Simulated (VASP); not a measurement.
# Sb (Im-3m) in VASP: notebook, part 2 of 2

VASP 6.6.1.

### 5 Relaxation of cell and atoms, PBE, target pressure 20 GPa, at which the enthalpy is minimised

This run uses another cell than the first one, of 30.12 Å³/atom.

INCAR reads:

```
  ALGO = Normal
  EDIFF = 1E-7
  EDIFFG = -0.02
  ENCUT = 500
  GGA = PE
  GGA_COMPAT = False
  IBRION = 2
  ISIF = 3
  ISMEAR = -1
  LASPH = True
  LCHARG = False
  LREAL = False
  LWAVE = False
  NELM = 120
  NELMIN = 4
  NSW = 80
  PREC = Accurate
  PSTRESS = 200.0
  SIGMA = 0.1
```

KPOINTS reads:

```
k-points
0
Gamma
  9 9 9
```

POSCAR reads:

```
Sb
1.0
   -1.9600000000      1.9600000000      1.9600000000
    1.9600000000     -1.9600000000      1.9600000000
    1.9600000000      1.9600000000     -1.9600000000
Sb
1
Direct
    0.0000000000      0.0000000000      0.0000000000
```

Potentials or basis: VASP PAW PBE potentials, release 64 (Sb).

On the command line:

```console
cat potpaw_PBE.64/Sb/POTCAR > POTCAR
mpirun -np 1 vasp_std > vasp.out
```

OUTCAR:

```text
EDIFF = 1E-7
   EDIFFG = -0.02
   ENCUT = 500
   GGA = PE
   IBRION = 2
   ISIF = 3
   ISMEAR = -1
   LASPH = True
   LREAL = False
   NELM = 120
   NELMIN = 4
   NSW = 80
   PREC = Accurate
   PSTRESS = 200.0

 ion  position               nearest neighbor table
   1  0.000  0.000  0.000-

  LATTYP: Found a body centered cubic cell.
 ALAT       =     3.9200000000

  Lattice vectors:

 A1 = (  -1.9600000000,   1.9600000000,   1.9600000000)
 A2 = (   1.9600000000,  -1.9600000000,   1.9600000000)
 A3 = (   1.9600000000,   1.9600000000,  -1.9600000000)

Analysis of symmetry for initial positions (statically):
=====================================================================
 Subroutine PRICEL returns:
 Original cell was already a primitive cell.

 Routine SETGRP: Setting up the symmetry group for a
 body centered cubic supercell.

 Subroutine GETGRP returns: Found 48 space group operations
 (whereof 48 operations were pure point group operations)
 out of a pool of 48 trial point group operations.

The static configuration has the point symmetry O_h .

Analysis of symmetry for dynamics (positions and initial velocities):
=====================================================================
 Subroutine PRICEL returns:
 Original cell was already a primitive cell.

 Routine SETGRP: Setting up the symmetry group for a
 body centered cubic supercell.

 Subroutine GETGRP returns: Found 48 space group operations
 (whereof 48 operations were pure point group operations)
 out of a pool of 48 trial point group operations.

The dynamic configuration has the point symmetry O_h .

 Subroutine INISYM returns: Found 48 space group operations
 (whereof 48 operations are pure point group operations),
 and found     1 'primitive' translations

----------------------------------------------------------------------------------------

                                     Primitive cell

  volume of cell :      30.1181

  direct lattice vectors                    reciprocal lattice vectors
    -1.960000000  1.960000000  1.960000000     0.000000000  0.255102041  0.255102041
     1.960000000 -1.960000000  1.960000000     0.255102041  0.000000000  0.255102041
     1.960000000  1.960000000 -1.960000000     0.255102041  0.255102041  0.000000000

  length of vectors
     3.394819583  3.394819583  3.394819583     0.360768766  0.360768766  0.360768766

  position of ions in fractional coordinates (direct lattice)
     0.000000000  0.000000000  0.000000000

  ion indices of the primitive-cell ions
   primitive index   ion index
                 1           1

----------------------------------------------------------------------------------------

 KPOINTS: k-points

Automatic generation of k-mesh.
 Grid dimensions read from file:
 generate k-points for:    9    9    9

 Generating k-lattice:

  Cartesian coordinates                     Fractional coordinates (reciprocal lattice)
     0.000000000  0.028344671  0.028344671     0.111111111  0.000000000  0.000000000
     0.028344671  0.000000000  0.028344671     0.000000000  0.111111111  0.000000000
     0.028344671  0.028344671  0.000000000     0.000000000  0.000000000  0.111111111

  Length of vectors
     0.040085418  0.040085418  0.040085418

  Shift w.r.t. Gamma in fractional coordinates (k-lattice)
     0.000000000  0.000000000  0.000000000

 Subroutine IBZKPT returns following result:
 ===========================================

 Found     35 irreducible k-points:

 Following reciprocal coordinates:
            Coordinates               Weight
  0.000000  0.000000  0.000000      1.000000
  0.111111  0.000000  0.000000     12.000000
  0.222222  0.000000  0.000000     12.000000
  0.333333  0.000000  0.000000     12.000000
  0.444444  0.000000  0.000000     12.000000
  0.111111  0.111111  0.000000     24.000000
[... 16 lines left out ...]
 -0.333333  0.444444  0.111111     48.000000
 -0.444444 -0.444444  0.111111     24.000000
 [... further k-points ...]
   k-points           NKPTS =     35   k-points in BZ     NKDIM =     35   number of bands    NBANDS=      6
   number of dos      NEDOS =    301   number of ions     NIONS =      1
   total plane-waves  NPLWV =  21952
   dimension x,y,z NGX =    28 NGY =   28 NGZ =   28
   dimension x,y,z NGXF=    56 NGYF=   56 NGZF=   56
   ions per type =               1
   NGX,Y,Z   is equivalent  to a cutoff of  13.71, 13.71, 13.71 a.u.
   NGXF,Y,Z  is equivalent  to a cutoff of  27.42, 27.42, 27.42 a.u.
 SYSTEM =  unknown system
   PREC   = accura    normal or accurate (medium, high low for compatibility)
   ISTART =      0    job   : 0-new  1-cont  2-samecut
   ICHARG =      2    charge: 1-file 2-atom 10-const
   ISPIN  =      1    spin polarized calculation?
   LNONCOLLINEAR =      F non collinear calculations
   LSORBIT =      F    spin-orbit coupling
   LASPH  =      T    aspherical Exc in radial PAW
   ENCUT  =  500.0 eV  36.75 Ry    6.06 a.u.   6.19  6.19  6.19*2*pi/ulx,y,z
   NELM   =    120;   NELMIN=  4; NELMDL= -5     # of ELM steps
   EDIFF  = 0.1E-06   stopping-criterion for ELM
   LREAL  =      F    real-space projection
   EDIFFG = -.2E-01   stopping-criterion for IOM
   NSW    =     80    number of steps for IOM
   IBRION =      2    ionic relax: 0-MD 1-quasi-New 2-CG
   NFREE  =      1    steps in history (QN), initial steepest desc. (CG)
   ISIF   =      3    stress and relaxation
   ISYM   =      2    0-nonsym 1-usesym 2-fastsym
   POTIM  = 0.5000    time-step for ionic-motion
   TEBEG  =    0.0;   TEEND  =   0.0 temperature during run
   PSTRESS=  200.0 pullay stress
   NELECT =       5.0000    total number of electrons
   NUPDOWN=      -1.0000    fix difference up-down
   EMIN   =  10.00;   EMAX   =-10.00  energy-range for DOS
   EFERMI =   0.00;   METHOD = LEGACY
   ISMEAR =    -1;   SIGMA  =   0.10  broadening in eV -4-tet -1-fermi 0-gaus
   EFERMI_NEDOS =   21; number of points for ismear=-14 and -15
   IALGO  =     38    algorithm
   IMIX   =      4    mixing-type and parameters
     AMIX     =   0.40;   BMIX     =  1.00
     AMIX_MAG =   1.60;   BMIX_MAG =  1.00
  volume/ion in A,a.u.               =      30.12       203.25
  Fermi-wavevector in a.u.,A,eV,Ry     =   0.899751  1.700282 11.014610  0.809551
  Thomas-Fermi vector in A             =   2.022623
   LORBIT       =      0    0 simple, 1 ext, 2 COOP (PROOUT), +10 PAW based schemes
   GGA     = PE    functional components
   LHFCALC =     F    Hartree Fock is set to
   AEXX    =    0.0000 exact exchange contribution
   IVDW    =     0    specifies the selected vdW correction
   LEPSILON=     F    determine dielectric tensor
   LRPA    =     F    only Hartree local field effects (RPA)
 conjugate gradient relaxation of ions
 non-spin polarized calculation
  energy-cutoff  :      500.00
  volume of cell :       30.12
 maximum number of plane-waves:       780
 NGX is ok and might be reduce to    28
   NGX = 13   NGY = 13   NGZ = 13

--------------------------------------- Ionic step        1  -------------------------------------------

 number of electron       5.0000000 magnetization

 Free energy of the ion-electron system (eV)
  ---------------------------------------------------
  ext. energy  EPLUGINS =         0.00000000
  ---------------------------------------------------
  free energy    TOTEN  =        -3.88096619 eV

  energy without entropy =       -3.86206389  energy(sigma->0) =       -3.87151504

 E-fermi :   7.1664     XC(G=0):  -9.7456

 val. band max:        6.8223078865   @ k =  -0.4444   0.4444   0.2222
 cond. band min:       7.1804971913   @ k =   0.3333   0.2222   0.1111
 fundamental gap:      0.3581893048
 Fermi energy:         7.1663666125

 k-point     1 :       0.0000    0.0000    0.0000
  band No.  band energies     occupation
      1      -4.9644      2.00000
      2      11.7208      0.00000
      3      11.7208      0.00000
      4      11.7208      0.00000
      5      17.1873      0.00000
      6      17.1873      0.00000

 k-point     2 :       0.1111    0.0000    0.0000
  band No.  band energies     occupation
      1      -4.7344      2.00000
      2      10.1510      0.00000
      3      11.1080      0.00000
      4      11.5659      0.00000
      5      16.0493      0.00000
      6      16.1923      0.00000
[... 343 lines left out ...]
  enthalpy is  TOTEN    =        -0.9014062598 eV   P V=        2.8152283171

--------------------------------------- Ionic step        5  -------------------------------------------

 number of electron       5.0000000 magnetization

 Free energy of the ion-electron system (eV)
  ---------------------------------------------------
  ext. energy  EPLUGINS =         0.00000000
  ---------------------------------------------------
  free energy    TOTEN  =        -3.67604853 eV

  energy without entropy =       -3.66134914  energy(sigma->0) =       -3.66869883

 E-fermi :  11.2740     XC(G=0): -11.0933

 val. band max:       11.2402199334   @ k =  -0.4444  -0.4444   0.3333
 cond. band min:      11.2946479871   @ k =   0.1111   0.1111   0.1111
 fundamental gap:      0.0544280538
 Fermi energy:        11.2739574373

 k-point     1 :       0.0000    0.0000    0.0000
  band No.  band energies     occupation
      1      -3.3227      2.00000
      2      18.3804      0.00000
      3      18.3804      0.00000
      4      18.3804      0.00000
      5      22.5297      0.00000
      6      23.1074      0.00000

 k-point     2 :       0.1111    0.0000    0.0000
  band No.  band energies     occupation
      1      -3.0140      2.00000
      2      16.0477      0.00000
      3      17.2675      0.00000
      4      17.9861      0.00000
      5      20.9506      0.00000
      6      21.0162      0.00000
[... 226 lines left out ...]
  FREE ENERGIE OF THE ION-ELECTRON SYSTEM (eV)
  ---------------------------------------------------
  free  energy   TOTEN  =        -3.6760485255 eV

  energy  without entropy=       -3.6613491398  energy(sigma->0) =       -3.66869883

  enthalpy is  TOTEN    =        -0.9036607081 eV   P V=        2.7723878173

 reached required accuracy - stopping structural energy minimisation
```

CONTCAR:

```text
Sb
   1.00000000000000
    -1.7707538404920489    1.7707538404920489    1.7707538404920489
     1.7707538404920489   -1.7707538404920489    1.7707538404920489
     1.7707538404920489    1.7707538404920489   -1.7707538404920489
  Sb
     1
Direct
     0.0000000000000000    0.0000000000000000    0.0000000000000000

  0.00000000E+00  0.00000000E+00  0.00000000E+00
```

It took 22 s on 1 thread of Intel Xeon Platinum 8488C (Sapphire Rapids), shared host; peak memory 0.17 GiB.

What came out:

| Quantity | Value |
| --- | --- |
| Free energy | -3.6760 eV |
| Relaxed volume | 22.21 Å³/atom |
| Relaxed cell | a = 3.067 Å, b = 3.067 Å, c = 3.067 Å, α = 109.47°, β = 109.47°, γ = 109.47° |
| Space group after relaxing (to 0.1 Å) | Im-3m (No. 229) |
| Energy change on relaxing (the run minimises the enthalpy) | +204.9 meV/atom |
| Ionic steps | 5 |
| Pressure after relaxing | 20.0 GPa |
| Band gap on the k mesh | zero (an odd number of electrons rules out a gap without spin polarisation) |

Step by step:
| step | energy change (eV) | largest force (eV/Å) | pressure (GPa) | volume (Å³) |
| --- | --- | --- | --- | --- |
| 1 | 0.0000 | 0.0000 | -5.04 | 30.12 |
| 2 | 4.2333 | 0.0000 | 195.37 | 13.91 |
| 3 | 0.1186 | 0.0000 | 15.39 | 22.99 |
| 4 | 0.1643 | 0.0000 | 17.91 | 22.55 |
| 5 | 0.2049 | 0.0000 | 20.03 | 22.21 |

Final structure:
```cif
data_structure
_symmetry_space_group_name_H-M 'P 1'
_symmetry_Int_Tables_number 1
_cell_length_a 3.0670
_cell_length_b 3.0670
_cell_length_c 3.0670
_cell_angle_alpha 109.471
_cell_angle_beta 109.471
_cell_angle_gamma 109.471
_cell_volume 22.21
loop_
_atom_site_label
_atom_site_type_symbol
_atom_site_fract_x
_atom_site_fract_y
_atom_site_fract_z
_atom_site_occupancy
Sb1 Sb 0.00000 0.00000 0.00000 1
```

Caveat: the cell is relaxed towards a set pressure, so the run minimises the enthalpy, not the energy; the volume moved by over 15 % at a fixed basis, so the end points are rough; spin-orbit coupling is left out, which moves the levels of the heavy elements.

### 6 Relaxation of cell and atoms, PBE, target pressure 30 GPa, at which the enthalpy is minimised

This run uses another cell than the first one, of 30.12 Å³/atom.

INCAR reads:

```
SYSTEM = Sb
  PREC = Accurate
  ENCUT = 500
  EDIFF = 1E-7
  ISMEAR = -1
  SIGMA = 0.1
  LREAL = .False.
  LASPH = .True.
  NELM = 120
  ALGO = Normal
  ISIF = 3
  LWAVE = .False.
  LCHARG = .False.
  GGA = PE
  IBRION = 2
  NSW = 80
  EDIFFG = -0.02
  PSTRESS = 300.0
  GGA_COMPAT = .False.
  NELMIN = 4
```

KPOINTS reads:

```
regular mesh
0
Gamma
  9 9 9
  0 0 0
```

POSCAR is that of step 5.

Potentials or basis: VASP PAW PBE potentials, release 64 (Sb).

On the command line:

```console
cat potpaw_PBE.64/Sb/POTCAR > POTCAR
mpirun -np 1 vasp_std > vasp.out
```

Wall time 44 s (1 thread of Intel Xeon Platinum 8488C (Sapphire Rapids), shared host); peak memory 0.18 GiB.

The run converged. Its results:

```yaml
Free_energy: -3.4685 eV
Relaxed_volume: 20.87 Å³/atom
Relaxed_cell: a = 3.004 Å, b = 3.004 Å, c = 3.004 Å, α = 109.47°, β = 109.47°, γ = 109.47°
Space_group_after_relaxing_to_0.1_Å: Im-3m (No. 229)
Energy_change_on_relaxing_the_run_minimises_the_enthalpy: +412.5 meV/atom
Ionic_steps: 9
Pressure_after_relaxing: 30.0 GPa
Band_gap_on_the_k_mesh: zero (an odd number of electrons rules out a gap without spin polarisation)
```

The path:
| step | energy change (eV) | largest force (eV/Å) | pressure (GPa) | volume (Å³) |
| --- | --- | --- | --- | --- |
| 1 | 0.0000 | 0.0000 | -5.04 | 30.12 |
| 2 | 14.9964 | 0.0000 | 733.61 | 9.56 |
| 3 | -0.0482 | 0.0000 | 1.89 | 26.39 |
| 4 | 0.0259 | 0.0000 | 9.52 | 24.20 |
| 5 | 0.5008 | 0.0000 | 34.01 | 20.42 |
| 6 | 0.4000 | 0.0000 | 29.44 | 20.93 |
| 7 | 0.4304 | 0.0000 | 30.83 | 20.77 |
| 8 | 0.3780 | 0.0000 | 28.42 | 21.06 |
| 9 | 0.4125 | 0.0000 | 30.01 | 20.87 |

Final structure:
```yaml
crystal:
  lattice:
    - [-1.73432, 1.73432, 1.73432]
    - [1.73432, -1.73432, 1.73432]
    - [1.73432, 1.73432, -1.73432]
  atoms:
    - { symbol: Sb, position: [0.00000, 0.00000, 0.00000] }
```

Levels at points of the mesh, in eV from the Fermi level:
```csv
k point,band 1,band 2,band 3,band 4,band 5
"(0.00, 0.00, 0.00)",-15.24,7.71,7.71,7.71,11.50
```

Caveat: the cell is relaxed towards a set pressure, so the run minimises the enthalpy, not the energy; the volume moved by over 15 % at a fixed basis, so the end points are rough; spin-orbit coupling is left out, which moves the levels of the heavy elements.

### 7 The runs side by side

| task | cell | gap on the mesh (eV) | pressure (GPa) |
| --- | --- | --- | --- |
| single point | a = 3.281 Å, angles 109.5°, 1 atom | none | -0.1 |
| relaxation of cell and atoms | relaxed from a = 3.395 Å, angles 109.5°, 1 atom | none | 0.0 |
| relaxation of cell and atoms | relaxed to 10 GPa from a = 3.395 Å, angles 109.5°, 1 atom | none | 10.0 |
| relaxation of cell and atoms | relaxed to 20 GPa from a = 3.395 Å, angles 109.5°, 1 atom | none | 20.0 |
| relaxation of cell and atoms | relaxed to 30 GPa from a = 3.395 Å, angles 109.5°, 1 atom | none | 30.0 |

Alike in all rows: level PBE; potentials or basis VASP PAW PBE potentials, release 64 (Sb); no spin polarisation; k mesh 9 × 9 × 9; cutoff (eV) 500; smearing fermi-dirac 0.1 eV.

Caveats: spin-orbit coupling is left out, which moves the levels of the heavy elements; the cell is relaxed towards a set pressure, so the run minimises the enthalpy, not the energy (at least some runs); the volume moved by over 15 % at a fixed basis, so the end points are rough (at least some runs).

Absolute energies hang on the potentials; compare differences alone.
